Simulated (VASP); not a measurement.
# TiCo2 (Fd-3m) in VASP: further runs

TiCo2 is run at these levels: r2SCAN; tasks: single point.

All numbers are computed with VASP 6.6.1; they aren't measurements. Logs are shortened: lines on timing, memory, paths and dates and some standing lists are left out, and cuts for length are marked.

## (1) The cell of the first run

Symmetry: Fd-3m, No. 227, cubic system. The conventional cell has a = 6.326 Å, b = 6.326 Å, c = 6.326 Å, α = 90.00°, β = 90.00°, γ = 90.00°. Ti (site symmetry -43m) has 12 Co at 2.62 Å and 4 Ti at 2.74 Å within 3.5 Å. Co (site symmetry -3m) has 6 Co at 2.24 Å and 6 Ti at 2.62 Å within 3.0 Å.

## (2) Single point, r2SCAN, collinear spin, ferrimagnetic start

Contents of POSCAR:

```
TiCo2
1.0
    0.0000000000      3.1630436319      3.1630436319
    3.1630436319      0.0000000000      3.1630436319
    3.1630436319      3.1630436319      0.0000000000
Ti Co
2 4
Direct
    0.5000000000      0.5000000000      0.5000000000
    0.7500000000      0.7500000000      0.7500000000
    0.1250000000      0.1250000000      0.1250000000
    0.6250000000      0.1250000000      0.1250000000
    0.1250000000      0.1250000000      0.6250000000
    0.1250000000      0.6250000000      0.1250000000
```

Contents of INCAR.step1:

```
SYSTEM = TiCo2
  PREC = Accurate
  ENCUT = 520
  ISMEAR = 0
  SIGMA = 0.1
  LREAL = .False.
  LASPH = .True.
  NELM = 150
  ISPIN = 2
  MAGMOM = -0.57 -0.57 1.43 1.43 1.43 1.43
  LMAXMIX = 4
  NBANDS = 43
  GGA = PE
  ALGO = Normal
  EDIFF = 1E-4
  LWAVE = .True.
  LCHARG = .False.
```

Contents of INCAR.step2:

```
SYSTEM = TiCo2
  PREC = Accurate
  ENCUT = 520
  EDIFF = 1E-6
  ISMEAR = 0
  SIGMA = 0.1
  LREAL = .False.
  LASPH = .True.
  NELM = 150
  ALGO = Normal
  ISIF = 2
  LWAVE = .False.
  LCHARG = .False.
  ISPIN = 2
  MAGMOM = -0.57 -0.57 1.43 1.43 1.43 1.43
  LORBIT = 11
  LMAXMIX = 4
  METAGGA = R2SCAN
  LMIXTAU = .True.
  NBANDS = 43
  ISTART = 1
```

Contents of KPOINTS:

```
Automatic mesh
0
Gamma
  10 10 10
  0 0 0
```

Potentials or basis: VASP PAW PBE potentials, release 64 (Ti_sv, Co).

On the command line:

```bash
> cat potpaw_PBE.64/Ti_sv/POTCAR potpaw_PBE.64/Co/POTCAR > POTCAR
> cp INCAR.step1 INCAR
> mpirun -np 1 vasp_std > vasp.out
> cp INCAR.step2 INCAR
> mpirun -np 1 vasp_std > vasp.out
```

OUTCAR:

```text
SYSTEM = TiCo2
   PREC = Accurate
   ENCUT = 520
   EDIFF = 1E-6
   ISMEAR = 0
   LREAL = .False.
   LASPH = .True.
   NELM = 150
   ISIF = 2
   ISPIN = 2
   LORBIT = 11
   METAGGA = R2SCAN
   ISTART = 1

 ion  position               nearest neighbor table
   1  0.500  0.500  0.500-   5 2.62   6 2.62   4 2.62   5 2.62   4 2.62   6 2.62   3 2.62   3 2.62
                             3 2.62   4 2.62   6 2.62   5 2.62   2 2.74   2 2.74   2 2.74   2 2.74
   2  0.750  0.750  0.750-   4 2.62   6 2.62   4 2.62   5 2.62   5 2.62   6 2.62   3 2.62   4 2.62
                             3 2.62   6 2.62   3 2.62   5 2.62   1 2.74   1 2.74   1 2.74   1 2.74
   3  0.125  0.125  0.125-   4 2.24   5 2.24   6 2.24   5 2.24   6 2.24   4 2.24   1 2.62   2 2.62
                             1 2.62   2 2.62   1 2.62   2 2.62
   4  0.625  0.125  0.125-   3 2.24   5 2.24   6 2.24   3 2.24   5 2.24   6 2.24   2 2.62   1 2.62
                             2 2.62   1 2.62   1 2.62   2 2.62
   5  0.125  0.125  0.625-   3 2.24   3 2.24   4 2.24   6 2.24   6 2.24   4 2.24   1 2.62   2 2.62
                             1 2.62   2 2.62   1 2.62   2 2.62
   6  0.125  0.625  0.125-   3 2.24   5 2.24   3 2.24   4 2.24   5 2.24   4 2.24   1 2.62   2 2.62
                             1 2.62   2 2.62   1 2.62   2 2.62

  LATTYP: Found a face centered cubic cell.
 ALAT       =     6.3260872638

  Lattice vectors:

 A1 = (   0.0000000000,   3.1630436319,   3.1630436319)
 A2 = (   3.1630436319,   0.0000000000,   3.1630436319)
 A3 = (   3.1630436319,   3.1630436319,   0.0000000000)

Analysis of symmetry for initial positions (statically):
=====================================================================
 Subroutine PRICEL returns:
 Original cell was already a primitive cell.

 Routine SETGRP: Setting up the symmetry group for a
 face centered cubic supercell.

 Subroutine GETGRP returns: Found 48 space group operations
 (whereof 24 operations were pure point group operations)
 out of a pool of 48 trial point group operations.

The static configuration has the point symmetry T_d .
 The point group associated with its full space group is O_h .

Analysis of symmetry for dynamics (positions and initial velocities):
=====================================================================
 Subroutine PRICEL returns:
 Original cell was already a primitive cell.

 Routine SETGRP: Setting up the symmetry group for a
 face centered cubic supercell.

 Subroutine GETGRP returns: Found 48 space group operations
 (whereof 24 operations were pure point group operations)
 out of a pool of 48 trial point group operations.

The dynamic configuration has the point symmetry T_d .
 The point group associated with its full space group is O_h .

Analysis of structural, dynamic, and magnetic symmetry:
=====================================================================
 Subroutine PRICEL returns:
 Original cell was already a primitive cell.

 Routine SETGRP: Setting up the symmetry group for a
 face centered cubic supercell.

 Subroutine GETGRP returns: Found 48 space group operations
 (whereof 24 operations were pure point group operations)
 out of a pool of 48 trial point group operations.

The overall configuration has the point symmetry T_d .
 The point group associated with its full space group is O_h .

 Subroutine INISYM returns: Found 48 space group operations
 (whereof 24 operations are pure point group operations),
 and found     1 'primitive' translations

----------------------------------------------------------------------------------------

                                     Primitive cell

  volume of cell :      63.2915

  direct lattice vectors                    reciprocal lattice vectors
     0.000000000  3.163043632  3.163043632    -0.158075594  0.158075594  0.158075594
     3.163043632  0.000000000  3.163043632     0.158075594 -0.158075594  0.158075594
     3.163043632  3.163043632  0.000000000     0.158075594  0.158075594 -0.158075594

  length of vectors
     4.473219203  4.473219203  4.473219203     0.273794960  0.273794960  0.273794960

  position of ions in fractional coordinates (direct lattice)
     0.500000000  0.500000000  0.500000000
     0.750000000  0.750000000  0.750000000
     0.125000000  0.125000000  0.125000000
     0.625000000  0.125000000  0.125000000
     0.125000000  0.125000000  0.625000000
     0.125000000  0.625000000  0.125000000

  ion indices of the primitive-cell ions
   primitive index   ion index
                 1           1
                 2           2
                 3           3
                 4           4
                 5           5
                 6           6

----------------------------------------------------------------------------------------

 KPOINTS: Automatic mesh

Automatic generation of k-mesh.
 Grid dimensions read from file:
 generate k-points for:   10   10   10

 Generating k-lattice:

[... 71 lines left out ...]
   METAGGA = R2SCAN    functional components
   LHFCALC =     F    Hartree Fock is set to
   AEXX    =    0.0000 exact exchange contribution
   IVDW    =     0    specifies the selected vdW correction
   LEPSILON=     F    determine dielectric tensor
   LRPA    =     F    only Hartree local field effects (RPA)
 spin polarized calculation
 Gauss-broadening in eV      SIGMA  =   0.10
  energy-cutoff  :      520.00
  volume of cell :       63.29
 maximum number of plane-waves:      1724
 NGX is ok and might be reduce to    36
   NGX = 17   NGY = 17   NGZ = 17

 number of electron      59.9999983 magnetization       0.0010465

 number of electron      59.9999983 magnetization      -0.0025960

 Free energy of the ion-electron system (eV)
  ---------------------------------------------------
  ext. energy  EPLUGINS =         0.00000000
  ---------------------------------------------------
  free energy    TOTEN  =       -78.88383417 eV

  energy without entropy =      -78.84829826  energy(sigma->0) =      -78.86606622

 E-fermi :  12.3000     XC(G=0): -14.9994

 val. band max:       12.2997177695   @ k =   0.5000   0.3000   0.1000
 cond. band min:      12.3000309309   @ k =  -0.2000   0.2000   0.0000
 fundamental gap:      0.0003131614
 Fermi energy:        12.3000109956

 spin component 1

 k-point     1 :       0.0000    0.0000    0.0000
  band No.  band energies     occupation
      1     -46.9916      1.00000
      2     -46.8243      1.00000
      3     -22.3272      1.00000
      4     -22.3272      1.00000
      5     -22.3272      1.00000
      6     -22.0076      1.00000
[... 34 lines left out ...]
     41      19.1386      0.00000
     42      19.1386      0.00000
[... 994 lines left out ...]
      2     -46.8709      1.00000
      3     -22.3908      1.00000
      4     -22.3865      1.00000
      5     -22.2411      1.00000
      6     -22.1017      1.00000
[... 34 lines left out ...]
     41      16.2067      0.00000
     42      16.2466      0.00000

 [... further k-points ...]

 spin component 2

 k-point     1 :       0.0000    0.0000    0.0000
  band No.  band energies     occupation
      1     -46.9910      1.00000
      2     -46.8237      1.00000
      3     -22.3266      1.00000
      4     -22.3266      1.00000
      5     -22.3266      1.00000
      6     -22.0070      1.00000
[... 34 lines left out ...]
     41      19.1389      0.00000
     42      19.1389      0.00000
[... 994 lines left out ...]
      2     -46.8703      1.00000
      3     -22.3901      1.00000
      4     -22.3858      1.00000
      5     -22.2404      1.00000
      6     -22.1010      1.00000
[... 34 lines left out ...]
     41      16.2070      0.00000
     42      16.2468      0.00000

 [... further k-points ...]

 [bands above 42 left out]

------------------------ aborting loop because EDIFF is reached ----------------------------------------

  FORCE on cell =-STRESS in cart. coord.  units (eV):
  Direction    XX          YY          ZZ          XY          YZ          ZX
  --------------------------------------------------------------------------------------
  -------------------------------------------------------------------------------------
  Total       13.7185190     13.7185190     13.7185190      0.0000000      0.0000000     -0.0000000
  in kB      347.2739985    347.2739985    347.2739985      0.0000000      0.0000000     -0.0000000
  external PRESSURE =     347.2739985 kB  Pullay stress =       0.0000000 kB

 VOLUME and BASIS-vectors are now :
 -----------------------------------------------------------------------------
  energy-cutoff  :      520.00
  volume of cell :       63.29
      direct lattice vectors                 reciprocal lattice vectors
     0.000000000  3.163043632  3.163043632    -0.158075594  0.158075594  0.158075594
     3.163043632  0.000000000  3.163043632     0.158075594 -0.158075594  0.158075594
     3.163043632  3.163043632  0.000000000     0.158075594  0.158075594 -0.158075594

 POSITION                                       TOTAL-FORCE (eV/Angst)
 -----------------------------------------------------------------------------------
      3.16304      3.16304      3.16304        -0.000000     -0.000000     -0.000000
      4.74457      4.74457      4.74457         0.000000      0.000000      0.000000
      0.79076      0.79076      0.79076        -0.000000     -0.000000     -0.000000
      0.79076      2.37228      2.37228        -0.000000     -0.000000     -0.000000
      2.37228      2.37228      0.79076        -0.000000     -0.000000     -0.000000
      2.37228      0.79076      2.37228        -0.000000     -0.000000     -0.000000
 -----------------------------------------------------------------------------------
    total drift:                                0.000000      0.000000      0.000000

  FREE ENERGIE OF THE ION-ELECTRON SYSTEM (eV)
  ---------------------------------------------------
  free  energy   TOTEN  =       -78.8838341733 eV

  energy  without entropy=      -78.8482982647  energy(sigma->0) =      -78.86606622

 total charge

# of ion       s       p       d       tot
------------------------------------------
    1        2.250   6.212   1.923  10.386
    2        2.250   6.212   1.923  10.386
    3        0.648   0.746   7.453   8.847
    4        0.648   0.746   7.453   8.847
    5        0.648   0.746   7.453   8.847
    6        0.648   0.746   7.453   8.847
--------------------------------------------------
tot          7.093  15.410  33.657  56.160

 magnetization (x)

# of ion       s       p       d       tot
------------------------------------------
    1        0.000   0.000   0.000   0.000
    2        0.000   0.000   0.000   0.000
    3        0.000   0.000  -0.001  -0.001
    4        0.000   0.000  -0.001  -0.001
    5        0.000   0.000  -0.001  -0.001
    6        0.000   0.000  -0.001  -0.001
--------------------------------------------------
tot          0.000   0.000  -0.003  -0.003
```

Run time: 14 min. Hardware: 1 thread of AMD EPYC 9R45 (Zen 5), shared host; peak memory 0.35 GiB.

What came out:

```
Free energy                                           : -78.8838 eV
Pressure                                              : 34.7 GPa
Band gap on the k mesh                                : zero (filled and empty bands overlap)
Net moment                                            : 0.00 μB per cell
Valence electrons inside the program's atomic spheres : Ti 10.39; Co 8.85
```

Caveat: the cell stands under pressure; the moments typed at the start vanished in this run; the PAW data sets were made with another functional, which shifts forces and pressure a little.

## (3) Single point, r2SCAN, collinear spin, ferrimagnetic start

This run uses another cell than the first one, of 12.46 Å³/atom.

Edit POSCAR of step 2 so:

```diff
@@ -2,5 +2,5 @@
 1.0
-    0.0000000000      3.1630436319      3.1630436319
-    3.1630436319      0.0000000000      3.1630436319
-    3.1630436319      3.1630436319      0.0000000000
+    0.0000000000      3.3436872293      3.3436872293
+    3.3436872293      0.0000000000      3.3436872293
+    3.3436872293      3.3436872293      0.0000000000
 Ti Co
```

Contents of INCAR.step1:

```
  PREC = Accurate
  ENCUT = 520
  ISMEAR = 0
  SIGMA = 0.1
  LREAL = False
  LASPH = True
  NELM = 150
  ISPIN = 2
  MAGMOM = -0.71 -0.71 1.69 1.69 1.69 1.69
  LMAXMIX = 4
  NBANDS = 43
  GGA = PE
  ALGO = Normal
  EDIFF = 1E-4
  LWAVE = True
  LCHARG = False
```

Contents of INCAR.step2:

```
  PREC = Accurate
  ENCUT = 520
  EDIFF = 1E-7
  ISMEAR = 0
  SIGMA = 0.1
  LREAL = False
  LASPH = True
  NELM = 150
  ALGO = Normal
  ISIF = 2
  LWAVE = False
  LCHARG = True
  ISPIN = 2
  MAGMOM = -0.71 -0.71 1.69 1.69 1.69 1.69
  LORBIT = 11
  LMAXMIX = 4
  METAGGA = R2SCAN
  LMIXTAU = True
  LELF = True
  LVHAR = True
  NBANDS = 43
  ISTART = 1
```

Contents of KPOINTS:

```
Automatic mesh
0
Gamma
  10 10 10
```

Potentials or basis: VASP PAW PBE potentials, release 64 (Ti_sv, Co).

On the command line:

```bash
> cat potpaw_PBE.64/Ti_sv/POTCAR potpaw_PBE.64/Co/POTCAR > POTCAR
> cp INCAR.step1 INCAR
> mpirun -np 1 vasp_std > vasp.out
> cp INCAR.step2 INCAR
> mpirun -np 1 vasp_std > vasp.out
```

Wall time 31 min (1 thread of AMD EPYC 7R13 (Zen 3), shared host); peak memory 0.38 GiB.

It converged, with:

| Quantity | Value |
| --- | --- |
| Free energy | -80.2189 eV |
| Pressure | 0.0 GPa |
| Net moment | 4.06 μB per cell |
| Site moments | Ti -0.64; Co +1.48 μB |
| Valence electrons inside the program's atomic spheres | Ti 10.16; Co 8.42 |

Levels at points of the mesh, in eV from the Fermi level:
Spin up:
```csv
k point,band 28,band 29,band 30,band 31,band 32,band 33,band 34,band 35,band 36,band 37
"(0.00, 0.00, 0.00)",-1.31,-0.78,-0.78,-0.78,-0.69,-0.69,-0.69,0.89,0.89,0.89
"(0.50, 0.00, 0.00)",-2.00,-2.00,-0.78,0.19,0.19,0.50,0.50,0.54,0.54,0.73
"(0.50, 0.50, 0.00)",-2.35,-1.95,-1.95,-0.70,-0.70,0.78,0.78,1.13,1.13,1.37
```
Spin down:
| k point | band 26 | band 27 | band 28 | band 29 | band 30 | band 31 |
| --- | --- | --- | --- | --- | --- | --- |
| (0.00, 0.00, 0.00) | -0.67 | 0.06 | 0.06 | 0.06 | 0.24 | 0.24 |
| (0.50, 0.00, 0.00) | -0.40 | -0.05 | -0.05 | 0.00 | 0.35 | 0.35 |
| (0.50, 0.50, 0.00) | -1.64 | -0.25 | -0.25 | 0.17 | 0.17 | 0.40 |

Caveat: the PAW data sets were made with another functional, which shifts forces and pressure a little.

## (4) Single point, r2SCAN, collinear spin, ferrimagnetic start (equal strain along all axes, cell held: +3.0 %)

Edit POSCAR of step 3 so:

```diff
@@ -2,5 +2,5 @@
 1.0
-    0.0000000000      3.3436872293      3.3436872293
-    3.3436872293      0.0000000000      3.3436872293
-    3.3436872293      3.3436872293      0.0000000000
+    0.0000000000      3.4439978730      3.4439978730
+    3.4439978730      0.0000000000      3.4439978730
+    3.4439978730      3.4439978730      0.0000000000
 Ti Co
```

Contents of INCAR.step1:

```
SYSTEM = TiCo2
ALGO = Normal
EDIFF = 1E-4
ENCUT = 520
GGA = PE
ISMEAR = 0
ISPIN = 2
LASPH = .True.
LCHARG = .False.
LMAXMIX = 4
LREAL = .False.
LWAVE = .True.
MAGMOM = -0.71 -0.71 1.69 1.69 1.69 1.69
NBANDS = 43
NELM = 150
PREC = Accurate
SIGMA = 0.1
```

Contents of INCAR.step2:

```
SYSTEM = TiCo2
ALGO = Normal
EDIFF = 1E-7
ENCUT = 520
ISIF = 2
ISMEAR = 0
ISPIN = 2
ISTART = 1
LASPH = .True.
LCHARG = .False.
LMAXMIX = 4
LMIXTAU = .True.
LORBIT = 11
LREAL = .False.
LWAVE = .False.
MAGMOM = -0.71 -0.71 1.69 1.69 1.69 1.69
METAGGA = R2SCAN
NBANDS = 43
NELM = 150
PREC = Accurate
SIGMA = 0.1
```

Contents of KPOINTS:

```
k-points
0
Gamma
  10 10 10
  0 0 0
```

On the command line:

```bash
> cat potpaw_PBE.64/Ti_sv/POTCAR potpaw_PBE.64/Co/POTCAR > POTCAR
> cp INCAR.step1 INCAR
> mpirun -np 1 vasp_std > vasp.out
> cp INCAR.step2 INCAR
> mpirun -np 1 vasp_std > vasp.out
```

Wall time 54 min (1 thread of Oxide Virtual Turin-like, shared host); peak memory 0.39 GiB.

The run converged. Its results:

* Free energy: -79.9168 eV
* Pressure: -12.9 GPa
* Net moment: 4.09 μB per cell
* Site moments: Ti -0.81; Co +1.64 μB
* Valence electrons inside the program's atomic spheres: Ti 10.08; Co 8.24

Levels at points of the mesh, in eV from the Fermi level:
Spin up:
```tsv
k point	band 28	band 29	band 30	band 31	band 32	band 33	band 34	band 35	band 36	band 37
(0.00, 0.00, 0.00)	-1.06	-1.06	-1.03	-1.03	-0.53	-0.53	-0.53	0.90	0.90	0.90
(0.50, 0.00, 0.00)	-2.10	-2.10	-1.06	0.31	0.31	0.36	0.36	0.61	0.61	0.66
(0.50, 0.50, 0.00)	-2.49	-2.06	-2.06	-0.70	-0.70	0.72	0.72	0.94	0.94	1.32
```
Spin down:
```tsv
k point	band 26	band 27	band 28	band 29	band 30	band 31
(0.00, 0.00, 0.00)	-0.61	0.12	0.12	0.12	0.35	0.35
(0.50, 0.00, 0.00)	-0.34	-0.13	-0.13	0.07	0.33	0.34
(0.50, 0.50, 0.00)	-1.46	-0.18	-0.18	0.19	0.19	0.49
```

Caveat: the cell differs from its parent crystal (equal strain along all axes, cell held: +3.0 %); the cell stands under tension; the PAW data sets were made with another functional, which shifts forces and pressure a little.

## (5) Summary

| cell | gap on the mesh (eV) | pressure (GPa) | moment (μB) |
| --- | --- | --- | --- |
| a = 4.473 Å, angles 60.0°, 6 atoms | none | 34.7 | 0.00 |
| a = 4.729 Å, angles 60.0°, 6 atoms | none | 0.0 | 4.06 |
| a = 4.871 Å, angles 60.0°, 6 atoms | none | -12.9 | 4.09 |

Alike in all rows: task single point; level r2SCAN; potentials or basis VASP PAW PBE potentials, release 64 (Ti_sv, Co); spin collinear, ferrimagnetic start; k mesh 10 × 10 × 10; cutoff (eV) 520; smearing gaussian 0.1 eV.

Caveats: the PAW data sets were made with another functional, which shifts forces and pressure a little; the cell stands under pressure (at least some runs); the moments typed at the start vanished in this run (at least some runs); the cell stands under tension (at least some runs).

Total energies depend on the potentials used, so only differences within one code and one set of settings carry meaning.
